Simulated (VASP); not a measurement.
Input of a VASP 6.6.1 run:

File POSCAR:

```
SiC
1.0
    3.0446026830      0.0000000000      0.0000000000
   -1.5223013415      2.6367032679      0.0000000000
    0.0000000000      0.0000000000      5.0570496432
Si C
2 2
Direct
    0.3333333333      0.6666666667      0.0002096863
    0.6666666667      0.3333333333      0.5002096863
    0.3333333333      0.6666666667      0.3747903137
    0.6666666667      0.3333333333      0.8747903137
```

File INCAR.step1:

```
SYSTEM = SiC
ALGO = Normal ; EDIFF = 1E-5
ENCUT = 520 ; GGA = PE
ISIF = 2 ; ISMEAR = 0
LASPH = .True. ; LCHARG = .False.
LREAL = .False. ; LWAVE = .True.
NBANDS = 16 ; NELM = 60
PREC = Accurate ; SIGMA = 0.01
```

File INCAR.step2:

```
SYSTEM = SiC
ALGO = Normal ; EDIFF = 1E-6
ENCUT = 520 ; GGA = PE
HFSCREEN = 0.2079 ; ISIF = 2
ISMEAR = 0 ; ISTART = 1
LASPH = .True. ; LCHARG = .False.
LHFCALC = .True. ; LREAL = .False.
LWAVE = .False. ; NBANDS = 16
NELM = 60 ; PREC = Accurate
PRECFOCK = Normal ; SIGMA = 0.01
```

Contents of KPOINTS:

```
k-points
0
Gamma
  6 6 4
  0 0 0
```

Potentials or basis: VASP PAW PBE potentials, release 64 (Si, C).

The run is started by

```console
$ cat potpaw_PBE.64/Si/POTCAR potpaw_PBE.64/C/POTCAR > POTCAR
$ cp INCAR.step1 INCAR
$ mpirun -np 1 vasp_std > vasp.out
$ cp INCAR.step2 INCAR
$ mpirun -np 1 vasp_std > vasp.out
```

Task: Estimate the largest force.

Result: 0.015 eV/Å.

Task: Estimate the band gap on the k mesh.

Result: 3.04 eV (least direct gap 5.21 eV).

Task: What does it give for the pressure?

Result: 2.8 GPa.

Stress tensor (GPa, compression positive):
```
 5.15  0.00  0.00
 0.00  5.15  0.00
 0.00  0.00 -1.85
```

Caveat: the cell differs from its parent crystal (epitaxial xy strain -1.0%); the PAW data sets were made with another functional, which shifts forces and pressure a little. A k mesh can miss the band edges.
